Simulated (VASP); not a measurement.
# Co: single point with revPBE

Crystal: Co.

```
CELL_PARAMETERS angstrom
2.51225 0.00000 0.00000
-1.25612 2.17567 0.00000
0.00000 0.00000 4.05615
ATOMIC_POSITIONS crystal
Co 0.33333 0.66667 0.25000
Co 0.66667 0.33333 0.75000
```

```yaml
Program: VASP 6.6.1
Task: single point
Functional: revPBE
Potentials_or_basis: VASP PAW PBE potentials, release 64 (Co)
Cutoff: 520 eV
k_mesh: 14 × 14 × 8
Occupations: fermi-dirac, width 0.05 eV
Spin: collinear spin, ferromagnetic start
Starting_moments: "[1.7, 1.7] μB"
Dipole_correction: no
Further_INCAR_settings: ALGO = Normal; EDIFF = 1e-07; NBANDS = 20
```

```json
{
  "Pressure": "-0.6 GPa",
  "Net moment": "3.24 μB per cell",
  "Site moments": "Co +1.65 μB",
  "Valence electrons inside the program's atomic spheres": "Co 8.23"
}
```

Stress tensor (GPa, compression positive):
```
-0.61  0.00  0.00
 0.00 -0.61  0.00
 0.00  0.00 -0.74
```

Levels at points of the mesh, in eV from the Fermi level:
Spin up:
```
           k point  band 7  band 8  band 9  band 10  band 11  band 12  band 13  band 14  band 15  band 16
(0.00, 0.00, 0.00)   -2.29   -1.96   -1.96    -0.90    -0.90    -0.03     6.19    21.77    24.16    24.16
(0.50, 0.00, 0.00)   -2.18   -0.78   -0.68    -0.63     1.23     3.20     9.54    10.18    12.53    13.71
(0.00, 0.00, 0.50)   -2.65   -2.65   -1.19    -1.19    -1.19    -1.19    14.83    14.83    22.49    22.49
(0.50, 0.00, 0.50)   -1.11   -1.11   -0.69    -0.69     1.57     1.57     7.07     7.07    18.07    18.07
```
Spin down:
| k point | band 5 | band 6 | band 7 | band 8 | band 9 | band 10 |
| --- | --- | --- | --- | --- | --- | --- |
| (0.00, 0.00, 0.00) | -0.91 | -0.55 | -0.55 | -0.16 | -0.15 | -0.15 |
| (0.50, 0.00, 0.00) | -1.06 | -0.98 | -0.57 | 1.16 | 1.29 | 1.32 |
| (0.00, 0.00, 0.50) | -0.97 | -0.97 | -0.97 | -0.97 | 0.71 | 0.71 |
| (0.50, 0.00, 0.50) | -0.04 | -0.04 | 0.24 | 0.24 | 1.25 | 1.25 |

It took 59 s on 1 thread of AMD EPYC 9R45 96-Core Processor (Zen 5), on a shared host, peak memory 0.17 GiB.

Caveat: the PAW data sets were made with another functional, which shifts forces and pressure a little.
